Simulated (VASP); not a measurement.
Set up this calculation in VASP 6.6.1, as the native input.

```
Task                   : single point
Functional             : PBE
Potentials or basis    : VASP PAW PBE potentials, release 64 (Pt, H)
Cutoff                 : 520 eV
k mesh                 : 6 × 6 × 1
Occupations            : gaussian, width 0.1 eV
Spin                   : no spin polarisation
Dipole correction      : yes
Further INCAR settings : ALGO = Normal; EDIFF = 1e-06; NBANDS = 74
```

The structure of HPt6 lies in POSCAR:

```
HPt6
1.0
    5.6145835605      0.0000000000      0.0000000000
   -2.8072917802      4.8623719950      0.0000000000
    0.0000000000      0.0000000000     22.6197373747
Pt H
12 2
Direct
    0.3333333333      0.1666666667      0.1768367127
    0.3333333333      0.6666666667      0.1768367127
    0.8333333333      0.1666666667      0.1768367127
    0.8333333333      0.6666666667      0.1768367127
    0.1666666667      0.3333333333      0.2789580515
    0.1666666667      0.8333333333      0.2789580515
    0.6666666667      0.3333333333      0.2789580515
    0.6666666667      0.8333333333      0.2789580515
    0.0000000000      0.0000000000      0.3810715055
    0.0000000000      0.5000000000      0.3810715055
    0.5000000000      0.0000000000      0.3810715055
    0.5000000000      0.5000000000      0.3810715055
    0.1549332300      0.3098664600      0.4434064467
    0.3450667700      0.6901335400      0.4434064467
```

The input as run:

INCAR

```
PREC = Accurate ; ENCUT = 520
EDIFF = 1E-6 ; ISMEAR = 0
SIGMA = 0.1 ; LREAL = False
LASPH = True ; NELM = 100
ALGO = Normal ; ISIF = 2
LWAVE = False ; LCHARG = False
LDIPOL = True ; IDIPOL = 3
DIPOL = 0.5 0.5 0.302 ; GGA = PE
NBANDS = 74
```

KPOINTS

```
regular mesh
0
Gamma
  6 6 1
```

Potentials or basis: VASP PAW PBE potentials, release 64 (Pt, H).

Command:

```sh
$ cat potpaw_PBE.64/Pt/POTCAR potpaw_PBE.64/H/POTCAR > POTCAR
$ mpirun -np 1 vasp_std > vasp.out
```

It gave:

```yaml
Largest_force: 1.757 eV/Å
Band_gap_on_the_k_mesh: zero (bands 61 and 62 overlap by 0.68 eV)
```

Caveat: spin-orbit coupling is left out, which moves the levels of the heavy elements.

Wall time 35 min on 1 thread of Intel(R) Xeon(R) Platinum 8259CL CPU @ 2.50GHz (Skylake/Cascade Lake) (shared host), peak memory 0.86 GiB.
